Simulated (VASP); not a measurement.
Hf5N4, 9 atoms in the cell. The cell holds a slab with vacuum, 9 atoms: a = 3.183 Å, b = 3.183 Å, c = 25.396 Å, α = 90.00°, β = 90.00°, γ = 120.00°. 

```yaml
Program: VASP 6.6.1
Task: single point
Functional: PBEsol
Potentials_or_basis: VASP PAW PBE potentials, release 64 (Hf_pv, N)
Cutoff: 520 eV
k_mesh: 2 × 2 × 1
Occupations: gaussian, width 0.1 eV
Spin: no spin polarisation
Dipole_correction: yes
Further_INCAR_settings: ALGO = Normal; EDIFF = 1e-06; NBANDS = 45
```

Potentials or basis: VASP PAW PBE potentials, release 64 (Hf_pv, N).

Run with:

```sh
$ cat potpaw_PBE.64/Hf_pv/POTCAR potpaw_PBE.64/N/POTCAR > POTCAR
$ mpirun -np 1 vasp_std > vasp.out
```

Hardware: 1 thread of Intel(R) Xeon(R) 6975P-C (Granite Rapids) (shared host).

Task: How long does it take, and how much memory?

Result: Wall time 46 s on 1 thread of Intel(R) Xeon(R) 6975P-C (Granite Rapids) (shared host), peak memory 0.31 GiB. Counts: scf iterations 38, k points 2.
